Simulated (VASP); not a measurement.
# Zr12C (a cell with a defect) in VASP: a series of runs, part 2 of 2

VASP 6.6.1. The steps go on from the part before.

### 3 Single point, PBE+D3(BJ)

Contents of INCAR:

```
PREC = Accurate ; ENCUT = 520
EDIFF = 1E-6 ; ISMEAR = -1
SIGMA = 0.1 ; LREAL = F
LASPH = T ; NELM = 100
ALGO = Normal ; ISIF = 2
LWAVE = F ; LCHARG = F
GGA = PE ; IVDW = 12
NBANDS = 86
```

Contents of KPOINTS:

```
regular mesh
0
Gamma
  3 2 3
```

Contents of POSCAR:

```
Zr12C
1.0
    6.4600000000      0.0000000000      0.0000000000
   -4.8450000000      8.3917860000      0.0000000000
    0.0000000000      0.0000000000      5.1453900000
Zr C
12 1
Direct
   -0.0852292858     -0.0430301726      0.0898668517
    0.1996457566      0.2371128148      0.4664563813
   -0.0159996955      0.3110303337     -0.0177051691
    0.1956409054      0.5605243032      0.5038102068
   -0.0231459601      0.6555577085     -0.0543982089
    0.2003910116      0.9052065913      0.5238864304
    0.4850478736      0.0079482484      0.0383838737
    0.6618118120      0.2168429939      0.4837145484
    0.5167464022      0.3414410234     -0.0193182635
    0.7009530395      0.5801148885      0.4343888413
    0.4592254300      0.6619806558      0.0004275672
    0.6820298825      0.8951729703      0.5612402558
    0.3368753870      0.4504881321      0.6973621047
```

Potentials or basis: VASP PAW PBE potentials, release 64 (Zr_sv, C).

Command:

```
$ cat potpaw_PBE.64/Zr_sv/POTCAR potpaw_PBE.64/C/POTCAR > POTCAR
$ mpirun -np 1 vasp_std > vasp.out
```

OUTCAR:

```text
PREC = Accurate
   ENCUT = 520
   EDIFF = 1E-6
   ISMEAR = -1
   LREAL = F
   LASPH = T
   NELM = 100
   ISIF = 2
   GGA = PE
   IVDW = 12
 IVDW          = 12

 ion  position               nearest neighbor table
   1  0.915  0.957  0.090-  12 2.76  11 2.94  12 3.02   7 3.06   2 3.08   6 3.09   5 3.23   3 3.28
                             7 3.47   6 3.61  10 3.65   9 3.85
   2  0.200  0.237  0.466-  13 2.15   9 3.07   1 3.08   8 3.09   3 3.11   4 3.15   9 3.19   6 3.23
                             3 3.24  10 3.29  12 3.36   8 3.38
   3  0.984  0.311  0.982-  13 2.47   7 3.10   2 3.11   8 3.14   8 3.15   9 3.18   4 3.24   2 3.24
                            11 3.25   1 3.28   9 3.30   5 3.37   4 3.41
   4  0.196  0.561  0.504-  13 1.98  11 2.95  11 2.98   5 3.05   2 3.15  10 3.19  12 3.21   3 3.24
                            10 3.31   6 3.33   8 3.39   3 3.41   5 3.52
   5  0.977  0.656  0.946-  10 2.96   9 3.01   6 3.03   4 3.05  10 3.05  11 3.10   1 3.23   3 3.37
                             7 3.38  11 3.39   4 3.52   6 3.65
   6  0.200  0.905  0.524-   7 2.96   8 3.01   5 3.03   7 3.09   1 3.09  12 3.17  10 3.22   2 3.23
[... 1124 lines left out ...]

 Edisp (eV)   -6.67874

 E8    (eV) :    -3.3947

  FORCE on cell =-STRESS in cart. coord.  units (eV):
  Direction    XX          YY          ZZ          XY          YZ          ZX
  --------------------------------------------------------------------------------------
  -------------------------------------------------------------------------------------
  Total       1.72887    -1.36417     3.85182     1.08886     0.01748     2.20944
  in kB       9.93043    -7.83565    22.12440     6.25427     0.10040    12.69074
  external pressure =        8.07 kB  Pullay stress =        0.00 kB

 VOLUME and BASIS-vectors are now :
 -----------------------------------------------------------------------------
  energy-cutoff  :      520.00
  volume of cell :      278.94
      direct lattice vectors                 reciprocal lattice vectors
     6.460000000  0.000000000  0.000000000     0.154798762  0.089373108  0.000000000
    -4.845000000  8.391786000  0.000000000     0.000000000  0.119164145  0.000000000
     0.000000000  0.000000000  5.145390000     0.000000000  0.000000000  0.194348728

 POSITION                                       TOTAL-FORCE (eV/Angst)
 -----------------------------------------------------------------------------------
      1.27290      8.03069      0.46240         1.398474      0.777332     -1.249518
      0.14090      1.98980      2.40010        -0.066567     -0.660880      0.156059
      4.84970      2.61010      5.05429         0.434232      0.715568     -0.339912
     -1.45190      4.70380      2.59230        -2.622923      0.849298     -2.076531
      3.13430      5.50130      4.86549         0.032907      0.779973      0.365695
     -3.09120      7.59630      2.69560        -0.411233     -0.522493      0.281968
      3.09490      0.06670      0.19750        -0.499004     -0.798256     -0.512394
      3.22470      1.81970      2.48890         0.852415      0.722174      0.415247
      1.68390      2.86530      5.04599        -0.864638     -0.102792     -0.814305
      1.71750      4.86820      2.23510        -0.706368     -0.657686      1.143325
     -0.24070      5.55520      0.00220         0.312487     -0.407295     -0.163455
      0.06880      7.51210      2.88780        -0.159311      0.489026      0.339737
     -0.00640      3.78040      3.58820         2.299527     -1.183970      2.454084
 -----------------------------------------------------------------------------------
    total drift:                                0.000368     -0.000326      0.000253

  FREE ENERGIE OF THE ION-ELECTRON SYSTEM (eV)
  ---------------------------------------------------
  free  energy   TOTEN  =      -117.7072715813 eV

  energy  without entropy=     -117.2112412087  energy(sigma->0) =     -117.45925640
```

OSZICAR:

```text
N       E                     dE             d eps       ncg     rms          rms(c)
DAV:   1     0.169618896259E+04    0.16962E+04   -0.78211E+04  1720   0.172E+03
DAV:   2     0.506068286163E+02   -0.16456E+04   -0.16121E+04  1916   0.527E+02
DAV:   3    -0.100811369007E+03   -0.15142E+03   -0.14674E+03  2728   0.115E+02
DAV:   4    -0.118503974030E+03   -0.17693E+02   -0.17386E+02  2568   0.345E+01
DAV:   5    -0.120069192311E+03   -0.15652E+01   -0.15561E+01  2464   0.814E+00    0.435E+01
DAV:   6    -0.111571844881E+03    0.84973E+01   -0.55416E+01  2104   0.188E+01    0.171E+01
DAV:   7    -0.111363709782E+03    0.20814E+00   -0.10916E+01  2392   0.115E+01    0.696E+00
DAV:   8    -0.111135382239E+03    0.22833E+00   -0.52278E+00  2320   0.850E+00    0.335E+00
DAV:   9    -0.111029811499E+03    0.10557E+00   -0.11550E+00  2288   0.415E+00    0.188E+00
DAV:  10    -0.111026576058E+03    0.32354E-02   -0.27427E-01  2128   0.212E+00    0.128E+00
DAV:  11    -0.111032319023E+03   -0.57430E-02   -0.84674E-02  2272   0.142E+00    0.350E-01
DAV:  12    -0.111028705084E+03    0.36139E-02   -0.25181E-02  2184   0.772E-01    0.145E-01
DAV:  13    -0.111028566836E+03    0.13825E-03   -0.46673E-03  2320   0.266E-01    0.636E-02
DAV:  14    -0.111028521404E+03    0.45432E-04   -0.89125E-04  2392   0.125E-01    0.482E-02
DAV:  15    -0.111028520803E+03    0.60098E-06   -0.15314E-04  2392   0.530E-02    0.286E-02
DAV:  16    -0.111028526757E+03   -0.59539E-05   -0.36047E-05  2264   0.287E-02    0.131E-02
DAV:  17    -0.111028529630E+03   -0.28728E-05   -0.10252E-05  1936   0.156E-02    0.418E-03
DAV:  18    -0.111028529396E+03    0.23399E-06   -0.17444E-06  1192   0.777E-03
   1 F= -.11770727E+03 E0= -.11745926E+03  d E =-.496030E+00
```

Run time: 7.4 min. Hardware: 1 thread of Oxide Virtual Turin-like, shared host; peak memory 0.4 GiB.

What came out:

| Quantity | Value |
| --- | --- |
| Free energy | -117.7073 eV |
| Pressure | 0.8 GPa |
| Largest force | 3.565 eV/Å |
| Band gap on the k mesh | zero (bands 74 and 75 overlap by 0.11 eV) |
| Dispersion energy per atom | -0.514 eV |

Forces in eV/Å, atoms in the order of the input:
```
Zr   1.398  0.777 -1.250
Zr  -0.067 -0.661  0.156
Zr   0.434  0.716 -0.340
Zr  -2.623  0.849 -2.077
Zr   0.033  0.780  0.366
Zr  -0.411 -0.522  0.282
Zr  -0.499 -0.798 -0.512
Zr   0.852  0.722  0.415
Zr  -0.865 -0.103 -0.814
Zr  -0.706 -0.658  1.143
Zr   0.312 -0.407 -0.163
Zr  -0.159  0.489  0.340
C    2.300 -1.184  2.454
```

Stress tensor (GPa, compression positive):
```
 0.99  0.63  1.27
 0.63 -0.78  0.01
 1.27  0.01  2.21
```

Caveat: the k points lie up to 0.41 Å⁻¹ apart; the atoms stand as in a frame of molecular dynamics.

### 4 Single point, PBE+D3(BJ)

Contents of INCAR:

```
SYSTEM = Zr12C
  PREC = Accurate
  ENCUT = 520
  EDIFF = 1E-7
  ISMEAR = -1
  SIGMA = 0.1
  LREAL = .FALSE.
  LASPH = .TRUE.
  NELM = 80
  ALGO = Normal
  ISIF = 2
  LWAVE = .FALSE.
  LCHARG = .FALSE.
  GGA = PE
  IVDW = 12
  NBANDS = 86
```

Contents of KPOINTS:

```
regular mesh
0
G
  3 2 3
  0 0 0
```

Contents of POSCAR:

```
Zr12C
1.0
    6.4600000000      0.0000000000      0.0000000000
   -4.8450000000      8.3917860000      0.0000000000
    0.0000000000      0.0000000000      5.1453900000
Zr C
12 1
Direct
    0.0057699435     -0.0255368762     -0.0027791868
    0.1466012002      0.2138996395      0.5592190291
   -0.0189583620      0.3406664565      0.0038481048
    0.1918723506      0.5544469318      0.4988931840
    0.0379524517      0.6790449613     -0.0234384566
    0.1865839352      0.9015959177      0.4408412190
    0.4389154018      0.0067685234     -0.0419015857
    0.6824204212      0.2235161859      0.5214765062
    0.4989116599      0.3411907787      0.0605396287
    0.6851453863      0.5484291425      0.5222344662
    0.4922619815      0.6525309392     -0.0099312200
    0.6416673028      0.8951848867      0.4648627218
    0.3180185031      0.4504642993      0.7881812652
```

Potentials or basis: VASP PAW PBE potentials, release 64 (Zr_sv, C).

Command:

```
$ cat potpaw_PBE.64/Zr_sv/POTCAR potpaw_PBE.64/C/POTCAR > POTCAR
$ mpirun -np 1 vasp_std > vasp.out
```

OUTCAR:

```text
SYSTEM = Zr12C
   PREC = Accurate
   ENCUT = 520
   EDIFF = 1E-7
   ISMEAR = -1
   LREAL = .FALSE.
   LASPH = .TRUE.
   NELM = 80
   ISIF = 2
   GGA = PE
   IVDW = 12
 IVDW          = 12

 ion  position               nearest neighbor table
   1  0.006  0.974  0.997-   7 2.66   6 2.81   5 2.97   2 3.03  12 3.18  11 3.22   6 3.30   9 3.40
                            12 3.44   2 3.53   3 3.63   7 3.83
   2  0.147  0.214  0.559-  13 2.31   1 3.03   3 3.03   8 3.05   4 3.18  12 3.22   6 3.22   9 3.24
                             9 3.25  10 3.37   8 3.42   3 3.48   1 3.53
   3  0.981  0.341  0.004-  13 2.19   8 3.00   2 3.03   5 3.11   9 3.13   4 3.13   8 3.15  11 3.17
                             4 3.17   9 3.36   7 3.38   2 3.48   1 3.63
   4  0.192  0.554  0.499-  13 2.17  11 3.04  11 3.11   5 3.11  12 3.13   3 3.13   3 3.17   2 3.18
                            10 3.22  10 3.25   8 3.25   5 3.30   6 3.39
   5  0.038  0.679  0.977-   7 2.93   1 2.97   6 3.03  10 3.06  11 3.07   4 3.11   3 3.11   4 3.30
                             6 3.33  11 3.40   9 3.41  10 3.43
   6  0.187  0.902  0.441-   1 2.81   7 2.86  12 2.97   7 3.02   5 3.03   8 3.19   2 3.22   1 3.30
                             5 3.33  10 3.36   4 3.39  12 3.49
[... 1128 lines left out ...]
  FORCE on cell =-STRESS in cart. coord.  units (eV):
  Direction    XX          YY          ZZ          XY          YZ          ZX
  --------------------------------------------------------------------------------------
  -------------------------------------------------------------------------------------
  Total       2.50896     3.86708     4.03751     0.74835     3.46207     0.23113
  in kB      14.41117    22.21206    23.19095     4.29845    19.88570     1.32760
  external pressure =       19.94 kB  Pullay stress =        0.00 kB

 VOLUME and BASIS-vectors are now :
 -----------------------------------------------------------------------------
  energy-cutoff  :      520.00
  volume of cell :      278.94
      direct lattice vectors                 reciprocal lattice vectors
     6.460000000  0.000000000  0.000000000     0.154798762  0.089373108  0.000000000
    -4.845000000  8.391786000  0.000000000     0.000000000  0.119164145  0.000000000
     0.000000000  0.000000000  5.145390000     0.000000000  0.000000000  0.194348728

 POSITION                                       TOTAL-FORCE (eV/Angst)
 -----------------------------------------------------------------------------------
     -4.68400      8.17749      5.13109        -2.628803      0.576654     -0.814633
     -0.08930      1.79500      2.87740         0.826394      0.320206     -0.475401
      4.68700      2.85880      0.01980         0.193768     -0.684419      0.894843
     -1.44680      4.65280      2.56700        -0.659991      0.170138     -1.045356
     -3.04480      5.69840      5.02479        -0.770202     -0.659178      0.150006
     -3.16290      7.56600      2.26830        -0.457187     -0.671063      1.513806
      2.80260      0.05680      4.92979         2.688212      0.384830     -0.257955
      3.32550      1.87570      2.68320        -0.678828     -0.053750     -0.346923
      1.56990      2.86320      0.31150        -1.040121     -0.241190     -0.528293
      1.76890      4.60230      2.68710        -0.645798      0.309299      0.318489
      0.01850      5.47590      5.09429         0.506452      2.857174      1.833708
     -0.19200      7.51220      2.39190         0.588833      0.068090      0.163369
     -0.12810      3.78020      4.05550         2.077271     -2.376790     -1.405659
 -----------------------------------------------------------------------------------
    total drift:                               -0.000007      0.000058      0.000024

  FREE ENERGIE OF THE ION-ELECTRON SYSTEM (eV)
  ---------------------------------------------------
  free  energy   TOTEN  =      -117.5524465733 eV

  energy  without entropy=     -117.0617763403  energy(sigma->0) =     -117.30711146
```

OSZICAR:

```text
N       E                     dE             d eps       ncg     rms          rms(c)
DAV:   1     0.170312200586E+04    0.17031E+04   -0.78397E+04  1720   0.173E+03
DAV:   2     0.505384625017E+02   -0.16526E+04   -0.16194E+04  1924   0.527E+02
[... 13 lines left out ...]
DAV:  16    -0.110876341761E+03   -0.90775E-05   -0.36101E-05  2568   0.273E-02    0.103E-02
DAV:  17    -0.110876344136E+03   -0.23746E-05   -0.11888E-05  2224   0.151E-02    0.387E-03
DAV:  18    -0.110876344671E+03   -0.53543E-06   -0.25581E-06  2248   0.701E-03    0.216E-03
DAV:  19    -0.110876344310E+03    0.36158E-06   -0.48654E-07  1656   0.292E-03    0.102E-03
DAV:  20    -0.110876344135E+03    0.17498E-06   -0.15010E-07  1160   0.138E-03    0.457E-04
DAV:  21    -0.110876344146E+03   -0.11252E-07   -0.62013E-08  1040   0.709E-04
   1 F= -.11755245E+03 E0= -.11730711E+03  d E =-.490670E+00
```

stdout:

```text
POSCAR found type information on POSCAR ZrC
 POSCAR found :  2 types and      13 ions
 scaLAPACK will be used
 LDA part: xc-table for (Slater+PW92), standard interpolation
 -----------------------------------------------------------------------------
|                                                                             |
|           W    W    AA    RRRRR   N    N  II  N    N   GGGG   !!!           |
|           W    W   A  A   R    R  NN   N  II  NN   N  G    G  !!!           |
|           W    W  A    A  R    R  N N  N  II  N N  N  G       !!!           |
|           W WW W  AAAAAA  RRRRR   N  N N  II  N  N N  G  GGG   !            |
|           WW  WW  A    A  R   R   N   NN  II  N   NN  G    G                |
|           W    W  A    A  R    R  N    N  II  N    N   GGGG   !!!           |
|                                                                             |
|     Your reciprocal lattice and k-lattice belong to different lattice       |
|     classes:                                                                |
|                                                                             |
|        The reciprocal lattice is simple monoclinic,                         |
|        whereas your k-lattice is hexagonal.                                 |
|                                                                             |
|     Results are often still useful ...                                      |
|                                                                             |
 -----------------------------------------------------------------------------

 POSCAR, INCAR and KPOINTS ok, starting setup
 FFT: planning ... GRIDC
 FFT: planning ... GRID_SOFT
 FFT: planning ... GRID
 WAVECAR not read
 entering main loop
```

Wall time 14 min (1 thread of Oxide Virtual Turin-like, shared host); peak memory 0.4 GiB.

Results:

- Free energy: -117.5524 eV
- Pressure: 2.0 GPa
- Largest force: 3.455 eV/Å
- Band gap on the k mesh: zero (bands 74 and 75 overlap by 0.19 eV)
- Dispersion energy per atom: -0.514 eV

Forces in eV/Å, atoms in the order of the input:
```
Zr  -2.629  0.577 -0.815
Zr   0.826  0.320 -0.475
Zr   0.194 -0.684  0.895
Zr  -0.660  0.170 -1.045
Zr  -0.770 -0.659  0.150
Zr  -0.457 -0.671  1.514
Zr   2.688  0.385 -0.258
Zr  -0.679 -0.054 -0.347
Zr  -1.040 -0.241 -0.528
Zr  -0.646  0.309  0.318
Zr   0.506  2.857  1.834
Zr   0.589  0.068  0.163
C    2.077 -2.377 -1.406
```

Stress tensor (GPa, compression positive):
```
1.44 0.43 0.13
0.43 2.22 1.99
0.13 1.99 2.32
```

Caveat: the k points lie up to 0.41 Å⁻¹ apart.

### 5 Summary

| cell | gap on the mesh (eV) | pressure (GPa) | largest force (eV/Å) |
| --- | --- | --- | --- |
| as given, atomic positions A | none | 1.8 | 3.51 |
| as given, atomic positions B | none | 0.8 | 3.57 |
| as given, atomic positions C | none | 2.0 | 3.46 |

Alike in all rows: task single point; level PBE+D3(BJ); potentials or basis VASP PAW PBE potentials, release 64 (Zr_sv, C); no spin polarisation; k mesh 3 × 2 × 3; cutoff (eV) 520; smearing fermi-dirac 0.1 eV.

Caveats: all runs use coarse meshes; the atoms stand as in a frame of molecular dynamics (at least some runs).

Total energies depend on the potentials used, so only differences within one code and one set of settings carry meaning.
